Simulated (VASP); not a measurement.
# GaGeCl5 (P4/mmm) in VASP: further runs

GaGeCl5 is run at these levels: PBEsol; tasks: single point, relaxation of cell and atoms.

All numbers are computed with VASP 6.6.1; they aren't measurements. Logs are shortened: lines on timing, memory, paths and dates and some standing lists are left out, and cuts for length are marked.

### Step 1. The cell of the first run

It takes space group P4/mmm (No. 123, tetragonal). Conventional cell: a = 4.324 Å, b = 4.324 Å, c = 7.338 Å, α = 90.00°, β = 90.00°, γ = 90.00°. Ga (site symmetry 4/mmm) has 8 Cl at 2.62 Å within 3.5 Å. Ge (site symmetry 4/mmm) has 12 Cl at 3.06 to 3.07 Å within 4.0 Å. Within 4.0 Å of Cl (site symmetry 4/mmm) lie 4 Ge at 3.06 Å and 8 Cl at 3.07 Å and 2 Ga at 3.67 Å. Within 3.5 Å of Cl (site symmetry 2mm) lie 2 Ga at 2.62 Å and 7 Cl at 2.98 to 3.07 Å and 2 Ge at 3.07 Å.

### Step 2. Single point, PBEsol

INCAR

```
SYSTEM = GaGeCl5
ALGO = Normal
EDIFF = 1E-6
ENCUT = 520
GGA = PS
ISIF = 2
ISMEAR = -1
LASPH = .TRUE.
LCHARG = .TRUE.
LELF = .TRUE.
LREAL = .FALSE.
LVHAR = .TRUE.
LWAVE = .FALSE.
NBANDS = 40
NELM = 60
PREC = Accurate
SIGMA = 0.03
```

KPOINTS

```
k-points
0
G
  4 4 4
  0 0 0
```

POSCAR

```
GaGeCl5
1.0
    4.3240466583      0.0000000000      0.0000000000
    0.0000000000      4.3240466583      0.0000000000
    0.0000000000      0.0000000000      7.3382260169
Ga Ge Cl
1 1 5
Direct
    0.0000000000      0.0000000000      0.5000000000
    0.5000000000      0.5000000000      0.0000000000
    0.0000000000      0.0000000000      0.0000000000
    0.5000000000      0.0000000000      0.7028231371
    0.0000000000      0.5000000000      0.7028231371
    0.5000000000      0.0000000000      0.2971768629
    0.0000000000      0.5000000000      0.2971768629
```

Potentials or basis: VASP PAW PBE potentials, release 64 (Ga_d, Ge_d, Cl).

Started as:

```sh
> cat potpaw_PBE.64/Ga_d/POTCAR potpaw_PBE.64/Ge_d/POTCAR potpaw_PBE.64/Cl/POTCAR > POTCAR
> mpirun -np 1 vasp_std > vasp.out
```

OUTCAR:

```text
SYSTEM = GaGeCl5
   EDIFF = 1E-6
   ENCUT = 520
   GGA = PS
   ISIF = 2
   ISMEAR = -1
   LASPH = .TRUE.
   LREAL = .FALSE.
   NELM = 60
   PREC = Accurate

 ion  position               nearest neighbor table
   1  0.000  0.000  0.500-   4 2.62   5 2.62   6 2.62   7 2.62   5 2.62   7 2.62   4 2.62   6 2.62

   2  0.500  0.500  0.000-
   3  0.000  0.000  0.000-
   4  0.500  0.000  0.703-   1 2.62   1 2.62
   5  0.000  0.500  0.703-   1 2.62   1 2.62
   6  0.500  0.000  0.297-   1 2.62   1 2.62
   7  0.000  0.500  0.297-   1 2.62   1 2.62

  LATTYP: Found a simple tetragonal cell.
 ALAT       =     4.3240466583
 C/A-ratio  =     1.6970737360

  Lattice vectors:

 A1 = (   4.3240466583,   0.0000000000,   0.0000000000)
 A2 = (   0.0000000000,   4.3240466583,   0.0000000000)
 A3 = (   0.0000000000,   0.0000000000,   7.3382260169)

Analysis of symmetry for initial positions (statically):
=====================================================================
 Subroutine PRICEL returns:
 Original cell was already a primitive cell.

 Routine SETGRP: Setting up the symmetry group for a
 simple tetragonal supercell.

 Subroutine GETGRP returns: Found 16 space group operations
 (whereof 16 operations were pure point group operations)
 out of a pool of 16 trial point group operations.

The static configuration has the point symmetry D_4h.

Analysis of symmetry for dynamics (positions and initial velocities):
=====================================================================
 Subroutine PRICEL returns:
 Original cell was already a primitive cell.

 Routine SETGRP: Setting up the symmetry group for a
 simple tetragonal supercell.

 Subroutine GETGRP returns: Found 16 space group operations
 (whereof 16 operations were pure point group operations)
 out of a pool of 16 trial point group operations.

The dynamic configuration has the point symmetry D_4h.

 Subroutine INISYM returns: Found 16 space group operations
 (whereof 16 operations are pure point group operations),
 and found     1 'primitive' translations

----------------------------------------------------------------------------------------

                                     Primitive cell

  volume of cell :     137.2056

  direct lattice vectors                    reciprocal lattice vectors
     4.324046658  0.000000000  0.000000000     0.231264850  0.000000000  0.000000000
     0.000000000  4.324046658  0.000000000     0.000000000  0.231264850  0.000000000
     0.000000000  0.000000000  7.338226017     0.000000000  0.000000000  0.136272717

  length of vectors
     4.324046658  4.324046658  7.338226017     0.231264850  0.231264850  0.136272717

  position of ions in fractional coordinates (direct lattice)
     0.000000000  0.000000000  0.500000000
     0.500000000  0.500000000  0.000000000
     0.000000000  0.000000000  0.000000000
     0.500000000  0.000000000  0.702823137
     0.000000000  0.500000000  0.702823137
     0.500000000  0.000000000  0.297176863
     0.000000000  0.500000000  0.297176863

  ion indices of the primitive-cell ions
   primitive index   ion index
                 1           1
                 2           2
                 3           3
                 4           4
                 5           5
                 6           6
                 7           7

----------------------------------------------------------------------------------------

 KPOINTS: k-points

Automatic generation of k-mesh.
 Grid dimensions read from file:
 generate k-points for:    4    4    4

 Generating k-lattice:

  Cartesian coordinates                     Fractional coordinates (reciprocal lattice)
     0.057816212  0.000000000  0.000000000     0.250000000  0.000000000  0.000000000
     0.000000000  0.057816212  0.000000000     0.000000000  0.250000000  0.000000000
     0.000000000  0.000000000  0.034068179     0.000000000  0.000000000  0.250000000

  Length of vectors
     0.057816212  0.057816212  0.034068179

  Shift w.r.t. Gamma in fractional coordinates (k-lattice)
     0.000000000  0.000000000  0.000000000

 Subroutine IBZKPT returns following result:
 ===========================================

 Found     18 irreducible k-points:

 Following reciprocal coordinates:
            Coordinates               Weight
  0.000000  0.000000  0.000000      1.000000
  0.250000  0.000000  0.000000      4.000000
  0.500000  0.000000  0.000000      2.000000
  0.250000  0.250000  0.000000      4.000000
  0.500000  0.250000  0.000000      4.000000
  0.500000  0.500000  0.000000      1.000000
[... 10 lines left out ...]
  0.500000  0.250000  0.500000      4.000000
  0.500000  0.500000  0.500000      1.000000
   k-points           NKPTS =     18   k-points in BZ     NKDIM =     18   number of bands    NBANDS=     40
   number of dos      NEDOS =    301   number of ions     NIONS =      7
   total plane-waves  NPLWV =  57344
   dimension x,y,z NGX =    32 NGY =   32 NGZ =   56
   dimension x,y,z NGXF=    64 NGYF=   64 NGZF=  112
   ions per type =               1   1   5
   NGX,Y,Z   is equivalent  to a cutoff of  12.30, 12.30, 12.69 a.u.
   NGXF,Y,Z  is equivalent  to a cutoff of  24.61, 24.61, 25.37 a.u.
 SYSTEM =  GaGeCl5
   PREC   = accura    normal or accurate (medium, high low for compatibility)
   ISTART =      0    job   : 0-new  1-cont  2-samecut
   ICHARG =      2    charge: 1-file 2-atom 10-const
   ISPIN  =      1    spin polarized calculation?
   LNONCOLLINEAR =      F non collinear calculations
   LSORBIT =      F    spin-orbit coupling
   LASPH  =      T    aspherical Exc in radial PAW
   ENCUT  =  520.0 eV  38.22 Ry    6.18 a.u.   8.04  8.04 13.64*2*pi/ulx,y,z
   NELM   =     60;   NELMIN=  2; NELMDL= -5     # of ELM steps
   EDIFF  = 0.1E-05   stopping-criterion for ELM
   LREAL  =      F    real-space projection
   EDIFFG = 0.1E-04   stopping-criterion for IOM
   NSW    =      0    number of steps for IOM
   IBRION =     -1    ionic relax: 0-MD 1-quasi-New 2-CG
   NFREE  =      0    steps in history (QN), initial steepest desc. (CG)
   ISIF   =      2    stress and relaxation
   ISYM   =      2    0-nonsym 1-usesym 2-fastsym
   POTIM  = 0.5000    time-step for ionic-motion
   TEBEG  =    0.0;   TEEND  =   0.0 temperature during run
   PSTRESS=    0.0 pullay stress
   NELECT =      62.0000    total number of electrons
   NUPDOWN=      -1.0000    fix difference up-down
   EMIN   =  10.00;   EMAX   =-10.00  energy-range for DOS
   EFERMI =   0.00;   METHOD = LEGACY
   ISMEAR =    -1;   SIGMA  =   0.03  broadening in eV -4-tet -1-fermi 0-gaus
   EFERMI_NEDOS =   21; number of points for ismear=-14 and -15
   IALGO  =     38    algorithm
   IMIX   =      4    mixing-type and parameters
     AMIX     =   0.40;   BMIX     =  1.00
     AMIX_MAG =   1.60;   BMIX_MAG =  1.00
  volume/ion in A,a.u.               =      19.60       132.27
  Fermi-wavevector in a.u.,A,eV,Ry     =   1.256266  2.373998 21.472757  1.578203
  Thomas-Fermi vector in A             =   2.389982
   LORBIT       =      0    0 simple, 1 ext, 2 COOP (PROOUT), +10 PAW based schemes
   GGA     = PS    functional components
   LHFCALC =     F    Hartree Fock is set to
   AEXX    =    0.0000 exact exchange contribution
   IVDW    =     0    specifies the selected vdW correction
   LEPSILON=     F    determine dielectric tensor
   LRPA    =     F    only Hartree local field effects (RPA)
 non-spin polarized calculation
  energy-cutoff  :      520.00
  volume of cell :      137.21
 maximum number of plane-waves:      3736
   NGX = 17   NGY = 17   NGZ = 27

 number of electron      61.9999999 magnetization

 Free energy of the ion-electron system (eV)
  ---------------------------------------------------
  ext. energy  EPLUGINS =         0.00000000
  ---------------------------------------------------
  free energy    TOTEN  =       -21.06179662 eV

  energy without entropy =      -21.05940261  energy(sigma->0) =      -21.06059961

 E-fermi :   3.8343     XC(G=0): -10.2667

 val. band max:        3.8068918767   @ k =   0.5000   0.5000   0.0000
 cond. band min:       4.0411472317   @ k =   0.0000   0.0000   0.2500
 fundamental gap:      0.2342553550
 Fermi energy:         3.8343222117

 k-point     1 :       0.0000    0.0000    0.0000
  band No.  band energies     occupation
      1     -21.4491      2.00000
      2     -21.4478      2.00000
      3     -21.4470      2.00000
      4     -21.4470      2.00000
      5     -21.4440      2.00000
      6     -12.1015      2.00000
[... 32 lines left out ...]
     39      10.4910      0.00000
     40      10.8478      0.00000

 k-point     2 :       0.2500    0.0000    0.0000
  band No.  band energies     occupation
      1     -21.4489      2.00000
      2     -21.4474      2.00000
      3     -21.4470      2.00000
      4     -21.4470      2.00000
      5     -21.4444      2.00000
      6     -11.8452      2.00000
[... 32 lines left out ...]
     39      11.3549      0.00000
     40      12.0687      0.00000

 k-point     3 :       0.5000    0.0000    0.0000
  band No.  band energies     occupation
      1     -21.4487      2.00000
      2     -21.4479      2.00000
      3     -21.4470      2.00000
      4     -21.4462      2.00000
      5     -21.4447      2.00000
      6     -11.4864      2.00000
[... 32 lines left out ...]
     39      12.3729      0.00000
     40      12.7924      0.00000

 k-point     4 :       0.2500    0.2500    0.0000
  band No.  band energies     occupation
      1     -21.4485      2.00000
      2     -21.4474      2.00000
      3     -21.4474      2.00000
      4     -21.4464      2.00000
      5     -21.4448      2.00000
      6     -11.6045      2.00000
[... 32 lines left out ...]
     39      11.8416      0.00000
     40      12.2869      0.00000
[... 514 lines left out ...]
     39      11.3933      0.00000
     40      12.7160      0.00000

 k-point    17 :       0.5000    0.2500    0.5000
  band No.  band energies     occupation
      1     -21.4483      2.00000
      2     -21.4478      2.00000
      3     -21.4474      2.00000
      4     -21.4457      2.00000
      5     -21.4452      2.00000
      6     -11.3200      2.00000
[... 32 lines left out ...]
     39      11.8467      0.00000
     40      13.6569      0.00000

 k-point    18 :       0.5000    0.5000    0.5000
  band No.  band energies     occupation
      1     -21.4480      2.00000
      2     -21.4478      2.00000
      3     -21.4478      2.00000
      4     -21.4457      2.00000
      5     -21.4450      2.00000
      6     -11.3085      2.00000
[... 32 lines left out ...]
     39      12.0871      0.00000
     40      14.4377      0.00000

------------------------ aborting loop because EDIFF is reached ----------------------------------------

  FORCE on cell =-STRESS in cart. coord.  units (eV):
  Direction    XX          YY          ZZ          XY          YZ          ZX
  --------------------------------------------------------------------------------------
  -------------------------------------------------------------------------------------
  Total       -0.0021633     -0.0021633     -0.0401438      0.0000000     -0.0000000      0.0000000
  in kB       -0.0252607     -0.0252607     -0.4687669      0.0000000     -0.0000000      0.0000000
  external PRESSURE =      -0.1730961 kB  Pullay stress =       0.0000000 kB

 VOLUME and BASIS-vectors are now :
 -----------------------------------------------------------------------------
  energy-cutoff  :      520.00
  volume of cell :      137.21
      direct lattice vectors                 reciprocal lattice vectors
     4.324046658  0.000000000  0.000000000     0.231264850  0.000000000  0.000000000
     0.000000000  4.324046658  0.000000000     0.000000000  0.231264850  0.000000000
     0.000000000  0.000000000  7.338226017     0.000000000  0.000000000  0.136272717

 POSITION                                       TOTAL-FORCE (eV/Angst)
 -----------------------------------------------------------------------------------
      0.00000      0.00000      3.66911         0.000000      0.000000      0.000000
      2.16202      2.16202      0.00000         0.000000      0.000000      0.000000
      0.00000      0.00000      0.00000         0.000000      0.000000      0.000000
      2.16202      0.00000      5.15748         0.000000      0.000000      0.006969
      0.00000      2.16202      5.15748         0.000000      0.000000      0.006969
      2.16202      0.00000      2.18075         0.000000     -0.000000     -0.006969
      0.00000      2.16202      2.18075        -0.000000     -0.000000     -0.006969
 -----------------------------------------------------------------------------------
    total drift:                                0.000000     -0.000000     -0.000000

  FREE ENERGIE OF THE ION-ELECTRON SYSTEM (eV)
  ---------------------------------------------------
  free  energy   TOTEN  =       -21.0617966165 eV

  energy  without entropy=      -21.0594026056  energy(sigma->0) =      -21.06059961
```

Run time: 61 s. Hardware: 1 thread of AMD EPYC 9R14 (Zen 4), shared host; peak memory 0.24 GiB.

Results:

```yaml
Free_energy: -21.0618 eV
Pressure: 0.0 GPa
Largest_force: 0.007 eV/Å
Band_gap_on_the_k_mesh: zero (bands 31 and 32 overlap by 0.16 eV)
```

Forces on the atoms (eV/Å):
```
Ga   0.000  0.000  0.000
Ge   0.000  0.000  0.000
Cl   0.000  0.000  0.000
Cl   0.000  0.000  0.007
Cl   0.000  0.000  0.007
Cl   0.000  0.000 -0.007
Cl   0.000  0.000 -0.007
```

Caveat: the k points lie up to 0.36 Å⁻¹ apart; the PAW data sets were made with another functional, which shifts forces and pressure a little.

### Step 3. Relaxation of cell and atoms, PBEsol

This run uses another cell than the first one, of 25.64 Å³/atom.

INCAR

```
SYSTEM = GaGeCl5
ALGO     = Normal         ! electronic algorithm
EDIFF    = 1E-6           ! SCF threshold, eV
EDIFFG   = -0.01          ! ionic threshold
ENCUT    = 600            ! plane-wave cutoff, eV
GGA      = PS             ! functional
IBRION   = 2              ! ionic algorithm
ISIF     = 3              ! what is computed and relaxed
ISMEAR   = -1             ! smearing method
LASPH    = .True.         ! aspherical terms in the spheres
LCHARG   = .False.        ! write CHGCAR
LREAL    = .False.        ! projectors in reciprocal space
LWAVE    = .False.        ! write WAVECAR
NELM     = 100            ! most SCF steps
NSW      = 100            ! ionic steps
PREC     = Accurate       ! precision mode
SIGMA    = 0.03           ! smearing width, eV
```

KPOINTS

```
k-points
0
Gamma
  4 4 4
  0 0 0
```

POSCAR

```
GaGeCl5
1.0
    4.6877608000      0.0000000000      0.0000000000
    0.0000000000      4.6877608000      0.0000000000
    0.0000000000      0.0000000000      8.1678844900
Ga Ge Cl
1 1 5
Direct
    0.0000000000      0.0000000000      0.5000000000
    0.5000000000      0.5000000000      0.0000000000
    0.0000000000      0.0000000000      0.0000000000
    0.5000000000      0.0000000000      0.7047851500
    0.0000000000      0.5000000000      0.7047851500
    0.5000000000      0.0000000000      0.2952148500
    0.0000000000      0.5000000000      0.2952148500
```

Potentials or basis: VASP PAW PBE potentials, release 64 (Ga_d, Ge_d, Cl).

Started as:

```sh
> cat potpaw_PBE.64/Ga_d/POTCAR potpaw_PBE.64/Ge_d/POTCAR potpaw_PBE.64/Cl/POTCAR > POTCAR
> mpirun -np 1 vasp_std > vasp.out
```

Run time: 10 min. Hardware: 1 thread of AMD EPYC 9R14 (Zen 4), shared host; peak memory 0.4 GiB.

It converged, with:

| Property | Result |
| --- | --- |
| Free energy | -21.0683 eV |
| Relaxed volume | 19.61 Å³/atom |
| Relaxed cell | a = 4.325 Å, b = 4.325 Å, c = 7.338 Å, α = 90.00°, β = 90.00°, γ = 90.00° |
| Space group after relaxing (to 0.1 Å) | P4/mmm (No. 123) |
| Energy gained by relaxing | 210.1 meV/atom |
| Ionic steps | 11 |
| Pressure after relaxing | 0.0 GPa |
| Band gap on the k mesh | zero (bands 31 and 32 overlap by 0.15 eV) |

Step by step:
```csv
step,energy change (eV),largest force (eV/Å),pressure (GPa),volume (Å³)
1,0.0000,0.3536,-8.32,179.49
2,-1.3529,0.1636,-3.47,147.05
3,-1.4677,0.0282,-0.36,138.26
4,-1.4688,0.0093,0.14,137.25
5,-1.4701,0.0296,0.08,137.30
6,-1.4702,0.0441,0.04,137.32
7,-1.4705,0.0290,-0.02,137.44
8,-1.4707,0.0145,-0.09,137.55
9,-1.4706,0.0133,-0.24,137.79
10,-1.4707,0.0074,-0.12,137.62
11,-1.4710,0.0009,0.00,137.28
```

Final structure:
```cif
data_structure
_symmetry_space_group_name_H-M 'P 1'
_symmetry_Int_Tables_number 1
_cell_length_a 4.3253
_cell_length_b 4.3253
_cell_length_c 7.3381
_cell_angle_alpha 90.000
_cell_angle_beta 90.000
_cell_angle_gamma 90.000
_cell_volume 137.28
loop_
_atom_site_label
_atom_site_type_symbol
_atom_site_fract_x
_atom_site_fract_y
_atom_site_fract_z
_atom_site_occupancy
Ga1 Ga 0.00000 0.00000 0.50000 1
Ge1 Ge 0.50000 0.50000 0.00000 1
Cl1 Cl 0.00000 0.00000 0.00000 1
Cl2 Cl 0.50000 0.00000 0.70296 1
Cl3 Cl 0.00000 0.50000 0.70296 1
Cl4 Cl 0.50000 0.00000 0.29704 1
Cl5 Cl 0.00000 0.50000 0.29704 1
```

Levels at points of the mesh, in eV from the Fermi level:
```csv
k point,band 27,band 28,band 29,band 30,band 31,band 32,band 33,band 34,band 35,band 36
"(0.00, 0.00, 0.00)",-1.30,-0.99,-0.98,-0.70,-0.70,-0.18,2.59,3.34,3.34,4.48
"(0.50, 0.00, 0.00)",-2.13,-1.84,-1.72,-1.24,-0.08,1.13,1.92,2.10,3.23,5.96
"(0.50, 0.50, 0.00)",-1.10,-0.79,-0.49,-0.30,-0.03,0.82,2.79,3.58,3.58,6.53
"(0.00, 0.00, 0.50)",-1.41,-1.17,-1.17,-0.82,-0.82,0.55,2.05,3.52,3.52,3.66
"(0.50, 0.00, 0.50)",-2.36,-1.47,-1.31,-0.76,-0.31,1.60,2.11,2.51,2.85,5.50
"(0.50, 0.50, 0.50)",-0.51,-0.29,-0.29,-0.28,-0.05,1.75,2.11,3.89,3.89,5.99
```

Caveat: the volume moved by over 15 % at a fixed basis, so the end points are rough; the PAW data sets were made with another functional, which shifts forces and pressure a little.
